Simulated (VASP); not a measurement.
Crystal: TiTe2.

```
Ti Te
1.0
     4.54519    0.00000    0.00000
     0.00000    4.54519    0.00000
     0.00000    0.00000    6.59810
Ti Te
2 4
Direct
  0.00000 0.00000 0.00000
  0.50000 0.50000 0.50000
  0.00000 0.50000 0.30321
  0.00000 0.50000 0.80321
  0.50000 0.00000 0.69679
  0.50000 0.00000 0.19679
```

* Program: VASP 6.6.1
* Task: relaxation of cell and atoms
* Functional: r2SCAN
* Potentials or basis: VASP PAW PBE potentials, release 64 (Ti_sv, Te)
* Cutoff: 550 eV
* k mesh: 4 × 4 × 4
* Occupations: gaussian, width 0.1 eV
* Spin: no spin polarisation

At the start: pressure 19.3 GPa; volume 22.72 Å³/atom.

**Question.** How do energy, volume and symmetry change on relaxing?

**Answer.** Over 7 steps the energy falls by 248.3 meV/atom and the volume is 27.49 Å³/atom (+21.0 %); space group P4_2/nmc (No. 137, to 0.1 Å) before and after.

The path:
```csv
step,energy change (eV),largest force (eV/Å),pressure (GPa),volume (Å³)
1,0.0000,0.4598,19.33,136.31
2,-0.5087,0.2225,-8.08,197.83
3,-1.4844,0.0067,-0.25,165.84
4,-1.4850,0.0134,0.00,165.21
5,-1.4846,0.0198,0.25,164.60
6,-1.4885,0.0163,0.21,164.72
7,-1.4900,0.0110,0.18,164.92
```

Final structure:
```cif
data_structure
_symmetry_space_group_name_H-M 'P 1'
_symmetry_Int_Tables_number 1
_cell_length_a 4.8226
_cell_length_b 4.8226
_cell_length_c 7.0909
_cell_angle_alpha 90.000
_cell_angle_beta 90.000
_cell_angle_gamma 90.000
_cell_volume 164.92
loop_
_atom_site_label
_atom_site_type_symbol
_atom_site_fract_x
_atom_site_fract_y
_atom_site_fract_z
_atom_site_occupancy
Ti1 Ti 0.00000 0.00000 0.00000 1
Ti2 Ti 0.50000 0.50000 0.50000 1
Te1 Te 0.00000 0.50000 0.30116 1
Te2 Te 0.00000 0.50000 0.80116 1
Te3 Te 0.50000 0.00000 0.69884 1
Te4 Te 0.50000 0.00000 0.19884 1
```

Caveat: the volume moved by over 15 % at a fixed basis, so the end points are rough; the highest band is partly filled, so the run has too few bands; the PAW data sets were made with another functional, which shifts forces and pressure a little.
